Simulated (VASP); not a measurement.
# Y3N2 (P6/mmm) in VASP: further runs

Y3N2 is run at these levels: PBE; tasks: relaxation of cell and atoms, single point.

All numbers are computed with VASP 6.6.1; they aren't measurements. Logs are shortened: lines on timing, memory, paths and dates and some standing lists are left out, and cuts for length are marked.

### Step 1. The cell of the first run

It takes space group P6/mmm (No. 191, hexagonal). Conventional cell: a = 3.465 Å, b = 3.465 Å, c = 8.605 Å, α = 90.00°, β = 90.00°, γ = 120.00°. Within 2.1 Å of Y (site symmetry 6mm) lie 1 N at 1.61 Å. Y (site symmetry 6/mmm) has 2 Y at 2.16 Å within 2.9 Å. Within 1.4 Å of N (site symmetry 6mm) lie 1 N at 1.07 Å.

### Step 2. Relaxation of cell and atoms, PBE

INCAR reads:

```
PREC     = Accurate       # precision mode
ENCUT    = 600            # plane-wave cutoff, eV
EDIFF    = 1E-7           # SCF threshold, eV
ISMEAR   = 0              # smearing method
SIGMA    = 0.1            # smearing width, eV
LREAL    = F              # projectors in reciprocal space
LASPH    = T              # aspherical terms in the spheres
NELM     = 80             # most SCF steps
ALGO     = Normal         # electronic algorithm
ISIF     = 3              # what is computed and relaxed
LWAVE    = F              # write WAVECAR
LCHARG   = F              # write CHGCAR
GGA      = PE             # functional
IBRION   = 2              # ionic algorithm
NSW      = 90             # ionic steps
EDIFFG   = -0.04          # ionic threshold
```

KPOINTS reads:

```
regular mesh
0
Gamma
  6 6 2
```

POSCAR reads:

```
Y3N2
1.0
    3.4654910000      0.0000000000      0.0000000000
   -1.7327455000      3.0012032400      0.0000000000
    0.0000000000      0.0000000000      8.6045705900
Y N
3 2
Direct
    0.0000000000      0.0000000000      0.2494473200
    0.0000000000      0.0000000000      0.7505526800
    0.0000000000      0.0000000000      0.5000000000
    0.0000000000      0.0000000000      0.0620876700
    0.0000000000      0.0000000000      0.9379123300
```

Potentials or basis: VASP PAW PBE potentials, release 64 (Y_sv, N).

Launch:

```
cat potpaw_PBE.64/Y_sv/POTCAR potpaw_PBE.64/N/POTCAR > POTCAR
mpirun -np 1 vasp_std > vasp.out
```

OUTCAR:

```text
PREC = Accurate
   ENCUT = 600
   EDIFF = 1E-7
   ISMEAR = 0
   LREAL = F
   LASPH = T
   NELM = 80
   ISIF = 3
   GGA = PE
   IBRION = 2
   NSW = 90
   EDIFFG = -0.04

 ion  position               nearest neighbor table
   1  0.000  0.000  0.249-   4 1.61   3 2.16   5 2.68   3 4.08   3 4.08   3 4.08   3 4.08   3 4.08
                             3 4.08   2 4.29   2 4.31
   2  0.000  0.000  0.751-   5 1.61   3 2.16   4 2.68   3 4.08   3 4.08   3 4.08   3 4.08   3 4.08
                             3 4.08   1 4.29   1 4.31
   3  0.000  0.000  0.500-   1 2.16   2 2.16   1 4.08   2 4.08   1 4.08   2 4.08   1 4.08   2 4.08
                             1 4.08   2 4.08   1 4.08   2 4.08   1 4.08   2 4.08
   4  0.000  0.000  0.062-   5 1.07   1 1.61   2 2.68
   5  0.000  0.000  0.938-   4 1.07   2 1.61   1 2.68

 -----------------------------------------------------------------------------
|                                                                             |
|           W    W    AA    RRRRR   N    N  II  N    N   GGGG   !!!           |
|           W    W   A  A   R    R  NN   N  II  NN   N  G    G  !!!           |
|           W    W  A    A  R    R  N N  N  II  N N  N  G       !!!           |
|           W WW W  AAAAAA  RRRRR   N  N N  II  N  N N  G  GGG   !            |
|           WW  WW  A    A  R   R   N   NN  II  N   NN  G    G                |
|           W    W  A    A  R    R  N    N  II  N    N   GGGG   !!!           |
|                                                                             |
|     The distance between some ions is very small. Please check the          |
|     nearest-neighbor list in the OUTCAR file.                               |
|     I HOPE YOU KNOW WHAT YOU ARE DOING!                                     |
|                                                                             |
 -----------------------------------------------------------------------------

  LATTYP: Found a hexagonal cell.
 ALAT       =     3.4654910000
 C/A-ratio  =     2.4829297176

  Lattice vectors:

 A1 = (   3.4654910000,   0.0000000000,   0.0000000000)
 A2 = (  -1.7327455000,   3.0012032400,   0.0000000000)
 A3 = (   0.0000000000,   0.0000000000,   8.6045705900)

Analysis of symmetry for initial positions (statically):
=====================================================================
 Subroutine PRICEL returns:
 Original cell was already a primitive cell.

 Routine SETGRP: Setting up the symmetry group for a
 hexagonal supercell.

 Subroutine GETGRP returns: Found 24 space group operations
 (whereof 24 operations were pure point group operations)
 out of a pool of 24 trial point group operations.

The static configuration has the point symmetry D_6h.

Analysis of symmetry for dynamics (positions and initial velocities):
=====================================================================
 Subroutine PRICEL returns:
 Original cell was already a primitive cell.

 Routine SETGRP: Setting up the symmetry group for a
 hexagonal supercell.

 Subroutine GETGRP returns: Found 24 space group operations
 (whereof 24 operations were pure point group operations)
 out of a pool of 24 trial point group operations.

The dynamic configuration has the point symmetry D_6h.

 Subroutine INISYM returns: Found 24 space group operations
 (whereof 24 operations are pure point group operations),
 and found     1 'primitive' translations

----------------------------------------------------------------------------------------

                                     Primitive cell

  volume of cell :      89.4931

  direct lattice vectors                    reciprocal lattice vectors
     3.465491000  0.000000000  0.000000000     0.288559399  0.166599847  0.000000000
    -1.732745500  3.001203240  0.000000000     0.000000000  0.333199694  0.000000000
     0.000000000  0.000000000  8.604570590     0.000000000  0.000000000  0.116217304

  length of vectors
     3.465491000  3.465490998  8.604570590     0.333199693  0.333199694  0.116217304

  position of ions in fractional coordinates (direct lattice)
     0.000000000  0.000000000  0.249447320
     0.000000000  0.000000000  0.750552680
     0.000000000  0.000000000  0.500000000
     0.000000000  0.000000000  0.062087670
     0.000000000  0.000000000  0.937912330

  ion indices of the primitive-cell ions
   primitive index   ion index
                 1           1
                 2           2
                 3           3
                 4           4
                 5           5

----------------------------------------------------------------------------------------

 KPOINTS: regular mesh

Automatic generation of k-mesh.
 Grid dimensions read from file:
 generate k-points for:    6    6    2

 Generating k-lattice:

  Cartesian coordinates                     Fractional coordinates (reciprocal lattice)
     0.048093233  0.027766641  0.000000000     0.166666667  0.000000000  0.000000000
     0.000000000  0.055533282  0.000000000     0.000000000  0.166666667  0.000000000
     0.000000000  0.000000000  0.058108652     0.000000000  0.000000000  0.500000000

  Length of vectors
     0.055533282  0.055533282  0.058108652

  Shift w.r.t. Gamma in fractional coordinates (k-lattice)
     0.000000000  0.000000000  0.000000000

 Subroutine IBZKPT returns following result:
 ===========================================

 Found     14 irreducible k-points:

 Following reciprocal coordinates:
            Coordinates               Weight
  0.000000  0.000000  0.000000      1.000000
  0.166667 -0.000000  0.000000      6.000000
  0.333333  0.000000  0.000000      6.000000
  0.500000 -0.000000  0.000000      3.000000
  0.166667  0.166667  0.000000      6.000000
  0.333333  0.166667  0.000000     12.000000
  0.333333  0.333333  0.000000      2.000000
  0.000000  0.000000  0.500000      1.000000
  0.166667 -0.000000  0.500000      6.000000
  0.333333  0.000000  0.500000      6.000000
  0.500000 -0.000000  0.500000      3.000000
  0.166667  0.166667  0.500000      6.000000
  0.333333  0.166667  0.500000     12.000000
  0.333333  0.333333  0.500000      2.000000
   k-points           NKPTS =     14   k-points in BZ     NKDIM =     14   number of bands    NBANDS=     25
   number of dos      NEDOS =    301   number of ions     NIONS =      5
   total plane-waves  NPLWV =  54880
   dimension x,y,z NGX =    28 NGY =   28 NGZ =   70
   dimension x,y,z NGXF=    56 NGYF=   56 NGZF=  140
   ions per type =               3   2
   NGX,Y,Z   is equivalent  to a cutoff of  13.43, 13.43, 13.52 a.u.
   NGXF,Y,Z  is equivalent  to a cutoff of  26.86, 26.86, 27.05 a.u.
 SYSTEM =  unknown system
   PREC   = accura    normal or accurate (medium, high low for compatibility)
   ISTART =      0    job   : 0-new  1-cont  2-samecut
   ICHARG =      2    charge: 1-file 2-atom 10-const
   ISPIN  =      1    spin polarized calculation?
   LNONCOLLINEAR =      F non collinear calculations
   LSORBIT =      F    spin-orbit coupling
   LASPH  =      T    aspherical Exc in radial PAW
   ENCUT  =  600.0 eV  44.10 Ry    6.64 a.u.   6.92  6.92 17.19*2*pi/ulx,y,z
   NELM   =     80;   NELMIN=  2; NELMDL= -5     # of ELM steps
   EDIFF  = 0.1E-06   stopping-criterion for ELM
   LREAL  =      F    real-space projection
   EDIFFG = -.4E-01   stopping-criterion for IOM
   NSW    =     90    number of steps for IOM
   IBRION =      2    ionic relax: 0-MD 1-quasi-New 2-CG
   NFREE  =      1    steps in history (QN), initial steepest desc. (CG)
   ISIF   =      3    stress and relaxation
   ISYM   =      2    0-nonsym 1-usesym 2-fastsym
   POTIM  = 0.5000    time-step for ionic-motion
   TEBEG  =    0.0;   TEEND  =   0.0 temperature during run
   PSTRESS=    0.0 pullay stress
   NELECT =      43.0000    total number of electrons
   NUPDOWN=      -1.0000    fix difference up-down
   EMIN   =  10.00;   EMAX   =-10.00  energy-range for DOS
   EFERMI =   0.00;   METHOD = LEGACY
   ISMEAR =     0;   SIGMA  =   0.10  broadening in eV -4-tet -1-fermi 0-gaus
   EFERMI_NEDOS =   21; number of points for ismear=-14 and -15
   IALGO  =     38    algorithm
   IMIX   =      4    mixing-type and parameters
     AMIX     =   0.40;   BMIX     =  1.00
     AMIX_MAG =   1.60;   BMIX_MAG =  1.00
  volume/ion in A,a.u.               =      17.90       120.79
  Fermi-wavevector in a.u.,A,eV,Ry     =   1.282236  2.423074 22.369724  1.644128
  Thomas-Fermi vector in A             =   2.414559
   LORBIT       =      0    0 simple, 1 ext, 2 COOP (PROOUT), +10 PAW based schemes
   GGA     = PE    functional components
   LHFCALC =     F    Hartree Fock is set to
   AEXX    =    0.0000 exact exchange contribution
   IVDW    =     0    specifies the selected vdW correction
   LEPSILON=     F    determine dielectric tensor
   LRPA    =     F    only Hartree local field effects (RPA)
 conjugate gradient relaxation of ions
 non-spin polarized calculation
 Gauss-broadening in eV      SIGMA  =   0.10
  energy-cutoff  :      600.00
  volume of cell :       89.49
 maximum number of plane-waves:      3012
 NGX is ok and might be reduce to    28
   NGX = 13   NGY = 13   NGZ = 35

--------------------------------------- Ionic step        1  -------------------------------------------

 number of electron      43.0000000 magnetization

 Free energy of the ion-electron system (eV)
  ---------------------------------------------------
  ext. energy  EPLUGINS =         0.00000000
  ---------------------------------------------------
  free energy    TOTEN  =       -19.84868020 eV

  energy without entropy =      -19.81828556  energy(sigma->0) =      -19.83348288

 E-fermi :   4.0975     XC(G=0): -10.2350

 val. band max:        4.0859146387   @ k =   0.3333   0.1667   0.0000
 cond. band min:       4.1015068829   @ k =   0.3333   0.0000   0.0000
 fundamental gap:      0.0155922442
 Fermi energy:         4.0975027849

 k-point     1 :       0.0000    0.0000    0.0000
  band No.  band energies     occupation
      1     -38.8683      2.00000
      2     -37.4264      2.00000
      3     -36.6742      2.00000
      4     -22.5093      2.00000
      5     -21.3028      2.00000
      6     -18.0847      2.00000
[... 1292 lines left out ...]
     24       4.4665      0.00000
     25       4.4837      0.00000

[... ionic steps 4 to 24 ...]

--------------------------------------- Ionic step       25  -------------------------------------------

 number of electron      43.0000003 magnetization

------------------------ aborting loop because EDIFF is reached ----------------------------------------

  FORCE on cell =-STRESS in cart. coord.  units (eV):
  Direction    XX          YY          ZZ          XY          YZ          ZX
  --------------------------------------------------------------------------------------
  -------------------------------------------------------------------------------------
  Total        0.1067272      0.1067272     -0.1439258      0.0000000      0.0000000      0.0000000
  in kB        1.3944602      1.3944602     -1.8804841      0.0000000      0.0000000      0.0000000
  external PRESSURE =       0.3028121 kB  Pullay stress =       0.0000000 kB
[... 63 lines left out ...]
  energy  without entropy=      -35.0668465780  energy(sigma->0) =      -35.08707108

--------------------------------------- Ionic step       27  -------------------------------------------

 number of electron      43.0000003 magnetization

 Free energy of the ion-electron system (eV)
  ---------------------------------------------------
  ext. energy  EPLUGINS =         0.00000000
  ---------------------------------------------------
  free energy    TOTEN  =       -35.10744874 eV

  energy without entropy =      -35.06696345  energy(sigma->0) =      -35.08720609

 E-fermi :   2.7218     XC(G=0):  -9.2671

 val. band max:        2.6992402900   @ k =   0.3333   0.3333   0.5000
 cond. band min:       2.7401578547   @ k =   0.1667  -0.0000   0.5000
 fundamental gap:      0.0409175647
 Fermi energy:         2.7218276061

 k-point     1 :       0.0000    0.0000    0.0000
  band No.  band energies     occupation
      1     -40.1722      2.00000
      2     -39.8323      2.00000
      3     -39.8303      2.00000
      4     -20.4609      2.00000
      5     -20.4427      2.00000
      6     -19.8858      2.00000
[... 413 lines left out ...]
  FREE ENERGIE OF THE ION-ELECTRON SYSTEM (eV)
  ---------------------------------------------------
  free  energy   TOTEN  =       -35.1074487371 eV

  energy  without entropy=      -35.0669634514  energy(sigma->0) =      -35.08720609

 reached required accuracy - stopping structural energy minimisation
```

It took 14 min on 1 thread of Intel Xeon 6975P-C (Granite Rapids), shared host; peak memory 0.26 GiB.

Results:

```yaml
Free_energy: -35.1074 eV
Relaxed_volume: 24.59 Å³/atom
Relaxed_cell: a = 3.420 Å, b = 3.420 Å, c = 12.139 Å, α = 90.00°, β = 90.00°, γ = 120.00°
Space_group_after_relaxing_to_0.05_Å: P6/mmm (No. 191)
Energy_gained_by_relaxing: 3051.8 meV/atom
Ionic_steps: 27
Pressure_after_relaxing: -0.1 GPa
Largest_force_after_relaxing: 0.020 eV/Å
```

Forces in eV/Å, atoms in the order of the input:
```
Y    0.000  0.000 -0.020
Y    0.000  0.000  0.020
Y    0.000  0.000  0.000
N    0.000  0.000 -0.020
N    0.000  0.000  0.020
```

The path:
| step | energy change (eV) | largest force (eV/Å) | pressure (GPa) | volume (Å³) |
| --- | --- | --- | --- | --- |
| 1 | 0.0000 | 10.3751 | 89.50 | 89.49 |
| 2 | 7.7805 | 0.2049 | -12.16 | 224.15 |
| 3 | 3.7349 | 1.6560 | -10.77 | 196.40 |
| 4 | 1.1308 | 1.8199 | -10.56 | 179.13 |
| 5 | -5.1834 | 4.2588 | -5.97 | 133.73 |
| 6 | -7.8464 | 7.2669 | 2.27 | 111.46 |
| 7 | -7.7052 | 8.8344 | 12.96 | 104.91 |
| 8 | -7.8859 | 7.6387 | 4.33 | 109.83 |
| 9 | -14.5420 | 2.1945 | -1.68 | 125.35 |
| 10 | -14.5850 | 5.1716 | 0.70 | 127.39 |
| 11 | -14.6223 | 1.9723 | -0.45 | 126.51 |
| 12 | -14.6186 | 3.1394 | -0.03 | 126.85 |
| 13 | -14.0160 | 8.4088 | -8.22 | 130.43 |
| 14 | -14.7759 | 2.5437 | -3.58 | 127.88 |
| 15 | -15.0837 | 1.4484 | -2.83 | 125.87 |
| 16 | -15.2108 | 0.4369 | -1.59 | 123.82 |
| 17 | -15.2167 | 0.2970 | -1.21 | 123.32 |
| 18 | -15.2320 | 2.3040 | 1.22 | 121.91 |
| 19 | -15.2402 | 1.3758 | 0.29 | 122.43 |
| 20 | -15.2576 | 0.1774 | 0.32 | 121.95 |
| 21 | -15.2578 | 0.0412 | 0.34 | 121.89 |
| 22 | -15.2581 | 0.0333 | 0.22 | 122.06 |
| 23 | -15.2582 | 0.1179 | 0.08 | 122.25 |
| 24 | -15.2584 | 0.0587 | 0.07 | 122.37 |
| 25 | -15.2585 | 0.0733 | 0.03 | 122.63 |
| 26 | -15.2586 | 0.0503 | 0.01 | 122.70 |
| 27 | -15.2588 | 0.0200 | -0.06 | 122.93 |

Final structure:
```
Y N
1.0
     3.41968    0.00000    0.00000
    -1.70984    2.96153    0.00000
     0.00000    0.00000   12.13856
Y N
3 2
Direct
  0.00000 0.00000 0.23265
  0.00000 0.00000 0.76735
  0.00000 0.00000 0.50000
  0.00000 0.00000 0.04826
  0.00000 0.00000 0.95174
```

Caveat: the k points lie up to 0.35 Å⁻¹ apart in the final cell; the standard files for N, O and F lose accuracy on very short bonds; the volume moved by over 15 % at a fixed basis, so the end points are rough.

### Step 3. Single point, PBE

This run uses another cell than the first one, of 25.69 Å³/atom, 1.435 times its volume.

INCAR reads:

```
SYSTEM = Y3N2
ALGO = Normal
EDIFF = 1E-7
ENCUT = 520
GGA = PE
ISIF = 2
ISMEAR = 0
LASPH = .True.
LCHARG = .False.
LREAL = .False.
LWAVE = .False.
NBANDS = 30
NELM = 100
PREC = Accurate
SIGMA = 0.1
```

KPOINTS reads:

```
k-points
0
Gamma
  12 12 4
  0 0 0
```

POSCAR reads:

```
Y3N2
1.0
    3.4165227895      0.0000000000      0.0000000000
   -1.7082613948      2.9587955283      0.0000000000
    0.0000000000      0.0000000000     12.7051612880
Y N
3 2
Direct
    0.0000000000      0.0000000000      0.2243407331
    0.0000000000      0.0000000000      0.7756592669
    0.0000000000      0.0000000000      0.5000000000
    0.0000000000      0.0000000000      0.0454339813
    0.0000000000      0.0000000000      0.9545660187
```

Potentials or basis: VASP PAW PBE potentials, release 64 (Y_sv, N).

Launch:

```
cat potpaw_PBE.64/Y_sv/POTCAR potpaw_PBE.64/N/POTCAR > POTCAR
mpirun -np 1 vasp_std > vasp.out
```

It took 2.4 min on 1 thread of Intel Xeon 6975P-C (Granite Rapids), shared host; peak memory 0.38 GiB.

It converged, with:

* Free energy: -35.4218 eV
* Pressure: 0.2 GPa
* Largest force: 0.803 eV/Å

Forces on the atoms (eV/Å):
```
Y    0.000  0.000 -0.021
Y    0.000  0.000  0.021
Y    0.000  0.000  0.000
N    0.000  0.000  0.803
N    0.000  0.000 -0.803
```

Stress tensor (GPa, compression positive):
```
-0.12  0.00  0.00
 0.00 -0.12  0.00
 0.00  0.00  0.95
```

Levels at points of the mesh, in eV from the Fermi level:
```tsv
k point	band 18	band 19	band 20	band 21	band 22	band 23	band 24	band 25	band 26	band 27
(0.00, 0.00, 0.00)	-3.96	-3.06	-2.35	-0.24	-0.18	1.62	1.62	1.96	1.96	2.19
(0.50, 0.00, 0.00)	-1.46	-1.41	-0.99	-0.73	-0.44	-0.08	1.02	1.14	2.11	2.64
(0.00, 0.00, 0.50)	-4.01	-2.99	-2.36	-0.24	-0.20	1.63	1.63	1.96	1.96	2.18
(0.50, 0.00, 0.50)	-1.47	-1.19	-1.00	-1.00	-0.72	0.48	0.95	1.15	1.69	2.79
```

Caveat: the standard files for N, O and F lose accuracy on very short bonds.

[end of part 1 of 2]
